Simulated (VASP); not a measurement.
# Re (P6_3/mmc) in VASP: notebook, part 2 of 2

VASP 6.6.1. Earlier steps stand in the parts before.

### 3 Single point, LDA

INCAR reads:

```
SYSTEM = Re
ALGO     = Normal         ! electronic algorithm
EDIFF    = 1E-6           ! SCF threshold, eV
ENCUT    = 600            ! plane-wave cutoff, eV
GGA_COMPAT= .False.      
ISIF     = 2              ! what is computed and relaxed
ISMEAR   = -1             ! smearing method
LASPH    = .True.         ! aspherical terms in the spheres
LCHARG   = .True.         ! write CHGCAR
LELF     = .True.         ! ELF
LREAL    = .False.        ! projectors in reciprocal space
LVHAR    = .True.       
LWAVE    = .False.        ! write WAVECAR
NBANDS   = 14             ! bands
NELM     = 120            ! most SCF steps
PREC     = Accurate       ! precision mode
SIGMA    = 0.6            ! smearing width, eV
```

KPOINTS reads:

```
k-points
0
Gamma
  13 13 7
  0 0 0
```

POSCAR reads:

```
Re
1.0
    2.7391880258      0.0000000000      0.0000000000
   -1.3695940129      2.3722064161      0.0000000000
    0.0000000000      0.0000000000      4.4118668232
Re
2
Direct
    0.3333333333      0.6666666667      0.2500000000
    0.6666666667      0.3333333333      0.7500000000
```

Potentials or basis: VASP PAW LDA potentials, release 64 (Re).

Started as:

```
$ cat potpaw_LDA.64/Re/POTCAR > POTCAR
$ mpirun -np 1 vasp_std > vasp.out
```

OUTCAR:

```text
SYSTEM = Re
   EDIFF = 1E-6
   ENCUT = 600
   ISIF = 2
   ISMEAR = -1
   LASPH = .True.
   LREAL = .False.
   NELM = 120
   PREC = Accurate

 ion  position               nearest neighbor table
   1  0.333  0.667  0.250-   2 2.71   2 2.71   2 2.71   2 2.71   2 2.71   2 2.71
   2  0.667  0.333  0.750-   1 2.71   1 2.71   1 2.71   1 2.71   1 2.71   1 2.71

  LATTYP: Found a hexagonal cell.
 ALAT       =     2.7391880258
 C/A-ratio  =     1.6106476743

  Lattice vectors:

 A1 = (   2.7391880258,   0.0000000000,   0.0000000000)
 A2 = (  -1.3695940129,   2.3722064161,   0.0000000000)
 A3 = (   0.0000000000,   0.0000000000,   4.4118668232)

Analysis of symmetry for initial positions (statically):
=====================================================================
 Subroutine PRICEL returns:
 Original cell was already a primitive cell.

 Routine SETGRP: Setting up the symmetry group for a
 hexagonal supercell.

 Subroutine GETGRP returns: Found 24 space group operations
 (whereof 12 operations were pure point group operations)
 out of a pool of 24 trial point group operations.

The static configuration has the point symmetry D_3d.
 The point group associated with its full space group is D_6h.

Analysis of symmetry for dynamics (positions and initial velocities):
=====================================================================
 Subroutine PRICEL returns:
 Original cell was already a primitive cell.

 Routine SETGRP: Setting up the symmetry group for a
 hexagonal supercell.

 Subroutine GETGRP returns: Found 24 space group operations
 (whereof 12 operations were pure point group operations)
 out of a pool of 24 trial point group operations.

The dynamic configuration has the point symmetry D_3d.
 The point group associated with its full space group is D_6h.

 Subroutine INISYM returns: Found 24 space group operations
 (whereof 12 operations are pure point group operations),
 and found     1 'primitive' translations

----------------------------------------------------------------------------------------

                                     Primitive cell

  volume of cell :      28.6680

  direct lattice vectors                    reciprocal lattice vectors
     2.739188026  0.000000000  0.000000000     0.365071689  0.210774238  0.000000000
    -1.369594013  2.372206416  0.000000000     0.000000000  0.421548476  0.000000000
     0.000000000  0.000000000  4.411866823     0.000000000  0.000000000  0.226661420

  length of vectors
     2.739188026  2.739188026  4.411866823     0.421548476  0.421548476  0.226661420

  position of ions in fractional coordinates (direct lattice)
     0.333333333  0.666666667  0.250000000
     0.666666667  0.333333333  0.750000000

  ion indices of the primitive-cell ions
   primitive index   ion index
                 1           1
                 2           2

----------------------------------------------------------------------------------------

 KPOINTS: k-points

Automatic generation of k-mesh.
 Grid dimensions read from file:
 generate k-points for:   13   13    7

 Generating k-lattice:
[... 24 lines left out ...]
  0.384615 -0.000000  0.000000      6.000000
[... 16 lines left out ...]
  0.076923 -0.000000  0.142857     12.000000
  0.153846  0.000000  0.142857     12.000000
 [... further k-points ...]
   k-points           NKPTS =     84   k-points in BZ     NKDIM =     84   number of bands    NBANDS=     14
   number of dos      NEDOS =    301   number of ions     NIONS =      2
   total plane-waves  NPLWV =  20736
   dimension x,y,z NGX =    24 NGY =   24 NGZ =   36
   dimension x,y,z NGXF=    48 NGYF=   48 NGZF=   72
   ions per type =               2
   NGX,Y,Z   is equivalent  to a cutoff of  14.57, 14.57, 13.57 a.u.
   NGXF,Y,Z  is equivalent  to a cutoff of  29.13, 29.13, 27.13 a.u.
 SYSTEM =  Re
   PREC   = accura    normal or accurate (medium, high low for compatibility)
   ISTART =      0    job   : 0-new  1-cont  2-samecut
   ICHARG =      2    charge: 1-file 2-atom 10-const
   ISPIN  =      1    spin polarized calculation?
   LNONCOLLINEAR =      F non collinear calculations
   LSORBIT =      F    spin-orbit coupling
   LASPH  =      T    aspherical Exc in radial PAW
   ENCUT  =  600.0 eV  44.10 Ry    6.64 a.u.   5.47  5.47  8.81*2*pi/ulx,y,z
   NELM   =    120;   NELMIN=  2; NELMDL= -5     # of ELM steps
   EDIFF  = 0.1E-05   stopping-criterion for ELM
   LREAL  =      F    real-space projection
   EDIFFG = 0.1E-04   stopping-criterion for IOM
   NSW    =      0    number of steps for IOM
   IBRION =     -1    ionic relax: 0-MD 1-quasi-New 2-CG
   NFREE  =      0    steps in history (QN), initial steepest desc. (CG)
   ISIF   =      2    stress and relaxation
   ISYM   =      2    0-nonsym 1-usesym 2-fastsym
   POTIM  = 0.5000    time-step for ionic-motion
   TEBEG  =    0.0;   TEEND  =   0.0 temperature during run
   PSTRESS=    0.0 pullay stress
   NELECT =      14.0000    total number of electrons
   NUPDOWN=      -1.0000    fix difference up-down
   EMIN   =  10.00;   EMAX   =-10.00  energy-range for DOS
   EFERMI =   0.00;   METHOD = LEGACY
   ISMEAR =    -1;   SIGMA  =   0.60  broadening in eV -4-tet -1-fermi 0-gaus
   EFERMI_NEDOS =   21; number of points for ismear=-14 and -15
   IALGO  =     38    algorithm
   IMIX   =      4    mixing-type and parameters
     AMIX     =   0.40;   BMIX     =  1.00
     AMIX_MAG =   1.60;   BMIX_MAG =  1.00
  volume/ion in A,a.u.               =      14.33        96.73
  Fermi-wavevector in a.u.,A,eV,Ry     =   1.289195  2.436225 22.613205  1.662024
  Thomas-Fermi vector in A             =   2.421103
   LORBIT       =      0    0 simple, 1 ext, 2 COOP (PROOUT), +10 PAW based schemes
   GGA     = CA    functional components
   LHFCALC =     F    Hartree Fock is set to
   AEXX    =    0.0000 exact exchange contribution
   IVDW    =     0    specifies the selected vdW correction
   LEPSILON=     F    determine dielectric tensor
   LRPA    =     F    only Hartree local field effects (RPA)
 non-spin polarized calculation
  energy-cutoff  :      600.00
  volume of cell :       28.67
 maximum number of plane-waves:       984
 NGX is ok and might be reduce to    24
   NGX = 11   NGY = 11   NGZ = 17

 number of electron      14.0000000 magnetization

 Free energy of the ion-electron system (eV)
  ---------------------------------------------------
  ext. energy  EPLUGINS =         0.00000000
  ---------------------------------------------------
  free energy    TOTEN  =       -28.52978640 eV

  energy without entropy =      -26.51835982  energy(sigma->0) =      -27.52407311

 E-fermi :   8.4200     XC(G=0): -13.9775

 val. band max:        8.4163607608   @ k =   0.1538   0.0000   0.1429
 cond. band min:       8.4516622661   @ k =   0.2308   0.2308   0.4286
 fundamental gap:      0.0353015053
 Fermi energy:         8.4199801941

 k-point     1 :       0.0000    0.0000    0.0000
  band No.  band energies     occupation
      1      -1.7947      2.00000
      2       1.3891      1.99998
      3       6.5246      1.91852
      4       6.5246      1.91852
      5       6.5719      1.91214
      6       7.4082      1.68749
      7       7.4082      1.68749
      8       8.3582      1.05146
      9       8.3582      1.05146
     10       9.0168      0.53995
     11      11.6926      0.00852
     12      11.6926      0.00852
     13      18.6171      0.00000
     14      22.3965      0.00000
[... 377 lines left out ...]
      1      -0.6138      2.00000
      2       2.2746      1.99993
      3       5.4193      1.98663
      4       5.8478      1.97288
      5       6.6061      1.90722
      6       7.1012      1.80013
      7       7.4980      1.64593
      8       7.9666      1.36079
      9       8.4164      1.00302
     10       8.6070      0.84542
     11      12.0571      0.00465
     12      13.9474      0.00020
     13      19.5888      0.00000
     14      23.8974      0.00000

 [... further k-points ...]

------------------------ aborting loop because EDIFF is reached ----------------------------------------

  FORCE on cell =-STRESS in cart. coord.  units (eV):
  Direction    XX          YY          ZZ          XY          YZ          ZX
  --------------------------------------------------------------------------------------
  -------------------------------------------------------------------------------------
  Total        1.7055378      1.7055378      1.2613534     -0.0000000     -0.0000000      0.0000000
  in kB       95.3180674     95.3180674     70.4937550     -0.0000000     -0.0000000      0.0000000
  external PRESSURE =      87.0432966 kB  Pullay stress =       0.0000000 kB

 VOLUME and BASIS-vectors are now :
 -----------------------------------------------------------------------------
  energy-cutoff  :      600.00
  volume of cell :       28.67
      direct lattice vectors                 reciprocal lattice vectors
     2.739188026  0.000000000  0.000000000     0.365071689  0.210774238  0.000000000
    -1.369594013  2.372206416  0.000000000     0.000000000  0.421548476  0.000000000
     0.000000000  0.000000000  4.411866823     0.000000000  0.000000000  0.226661420

 POSITION                                       TOTAL-FORCE (eV/Angst)
 -----------------------------------------------------------------------------------
     -0.00000      1.58147      1.10297         0.000000     -0.000000      0.000000
      1.36959      0.79074      3.30890        -0.000000      0.000000      0.000000
 -----------------------------------------------------------------------------------
    total drift:                               -0.000000      0.000000     -0.000000

  FREE ENERGIE OF THE ION-ELECTRON SYSTEM (eV)
  ---------------------------------------------------
  free  energy   TOTEN  =       -28.5297863951 eV

  energy  without entropy=      -26.5183598164  energy(sigma->0) =      -27.52407311
```

It took 21 s on 1 thread of Intel Xeon 6975P-C (Granite Rapids), shared host; peak memory 0.17 GiB.

Results:

- Free energy: -28.5298 eV
- Pressure: 8.7 GPa
- Band gap on the k mesh: zero (bands 7 and 8 overlap by 3.03 eV)

Stress tensor (GPa, compression positive):
```
9.53 0.00 0.00
0.00 9.53 0.00
0.00 0.00 7.05
```

Levels at points of the mesh, in eV from the Fermi level:
```
           k point  band 5  band 6  band 7  band 8  band 9  band 10
(0.00, 0.00, 0.00)   -1.85   -1.01   -1.01   -0.06   -0.06     0.60
```

Caveat: the cell stands under pressure; so wide a smearing shifts energies and pressures; spin-orbit coupling is left out, which moves the levels of the heavy elements.

### 4 Single point, LDA

INCAR reads:

```
PREC = Accurate
ENCUT = 600
EDIFF = 1E-6
ISMEAR = -1
SIGMA = 1.0
LREAL = F
LASPH = T
NELM = 120
ALGO = Normal
ISIF = 2
LWAVE = F
LCHARG = T
GGA = CA
LELF = T
LVHAR = T
NBANDS = 14
GGA_COMPAT = F
```

KPOINTS reads:

```
Automatic mesh
0
Gamma
  13 13 7
```

POSCAR is that of step 3.

Started as:

```
$ cat potpaw_LDA.64/Re/POTCAR > POTCAR
$ mpirun -np 1 vasp_std > vasp.out
```

Wall time 15 s (1 thread of Intel Xeon 6975P-C (Granite Rapids), shared host); peak memory 0.16 GiB.

Results (log left out):

```yaml
Free_energy: -30.3198 eV
Pressure: 21.9 GPa
Band_gap_on_the_k_mesh: zero (bands 7 and 8 overlap by 2.99 eV)
```

Stress tensor (GPa, compression positive):
```
22.17  0.00  0.00
 0.00 22.17  0.00
 0.00  0.00 21.38
```

Levels at points of the mesh, in eV from the Fermi level:
| k point | band 4 | band 5 | band 6 | band 7 | band 8 | band 9 | band 10 | band 11 |
| --- | --- | --- | --- | --- | --- | --- | --- | --- |
| (0.00, 0.00, 0.00) | -2.05 | -2.01 | -1.16 | -1.16 | -0.21 | -0.21 | 0.39 | 3.14 |

Caveat: the cell stands under pressure; so wide a smearing shifts energies and pressures; spin-orbit coupling is left out, which moves the levels of the heavy elements.

### 5 Single point, LDA

INCAR reads:

```
SYSTEM = Re
PREC = Accurate
ENCUT = 600
EDIFF = 1E-6
ISMEAR = 0
SIGMA = 0.01
LREAL = .FALSE.
LASPH = .TRUE.
NELM = 120
ALGO = Normal
ISIF = 2
LWAVE = .FALSE.
LCHARG = .FALSE.
NBANDS = 14
GGA_COMPAT = .FALSE.
```

KPOINTS reads:

```
regular mesh
0
G
  13 13 7
  0 0 0
```

POSCAR is that of step 4.

Started as:

```
$ cat potpaw_LDA.64/Re/POTCAR > POTCAR
$ mpirun -np 1 vasp_std > vasp.out
```

Run time: 14 s. Hardware: 1 thread of Intel Xeon 6975P-C (Granite Rapids), shared host; peak memory 0.16 GiB.

Results (log left out):

```
Free energy            : -27.5324 eV
Pressure               : 1.3 GPa
Band gap on the k mesh : zero (bands 7 and 8 overlap by 3.05 eV)
```

Stress tensor (GPa, compression positive):
```
1.58 0.00 0.00
0.00 1.58 0.00
0.00 0.00 0.79
```

Levels at points of the mesh, in eV from the Fermi level:
```csv
k point,band 5,band 6,band 7,band 8,band 9,band 10
"(0.00, 0.00, 0.00)",-1.63,-0.79,-0.79,0.15,0.15,0.84
```

Caveat: spin-orbit coupling is left out, which moves the levels of the heavy elements.

### 6 Single point, LDA

INCAR reads:

```
ALGO = Normal
EDIFF = 1E-6
ENCUT = 600
GGA = CA
GGA_COMPAT = False
ISIF = 2
ISMEAR = 0
LASPH = True
LCHARG = False
LREAL = False
LWAVE = False
NBANDS = 14
NELM = 120
PREC = Accurate
SIGMA = 0.03
```

KPOINTS reads:

```
k-points
0
Gamma
  13 13 7
```

POSCAR is that of step 5.

Potentials or basis: VASP PAW LDA potentials, release 64 (Re).

Started as:

```
$ cat potpaw_LDA.64/Re/POTCAR > POTCAR
$ mpirun -np 1 vasp_std > vasp.out
```

It took 14 s on 1 thread of Intel Xeon 6975P-C (Granite Rapids), shared host; peak memory 0.16 GiB.

It converged, with:

* Free energy: -27.5328 eV
* Pressure: 1.3 GPa
* Band gap on the k mesh: zero (bands 7 and 8 overlap by 3.05 eV)

Stress tensor (GPa, compression positive):
```
1.56 0.00 0.00
0.00 1.56 0.00
0.00 0.00 0.92
```

Levels at points of the mesh, in eV from the Fermi level:
| k point | band 5 | band 6 | band 7 | band 8 | band 9 | band 10 |
| --- | --- | --- | --- | --- | --- | --- |
| (0.00, 0.00, 0.00) | -1.62 | -0.78 | -0.78 | 0.16 | 0.16 | 0.85 |

Caveat: spin-orbit coupling is left out, which moves the levels of the heavy elements.

### 7 Overview

```csv
smearing,gap on the mesh (eV),pressure (GPa)
fermi-dirac 0.3 eV,none,3.3
fermi-dirac 0.6 eV,none,8.7
fermi-dirac 1 eV,none,21.9
gaussian 0.01 eV,none,1.3
gaussian 0.03 eV,none,1.3
```

Alike in all rows: task single point; level LDA; potentials or basis VASP PAW LDA potentials, release 64 (Re); no spin polarisation; cell as given; k mesh 13 × 13 × 7; cutoff (eV) 600.

Caveats: spin-orbit coupling is left out, which moves the levels of the heavy elements; the cell stands under pressure (at least some runs); so wide a smearing shifts energies and pressures (at least some runs).

Absolute energies hang on the potentials; compare differences alone.
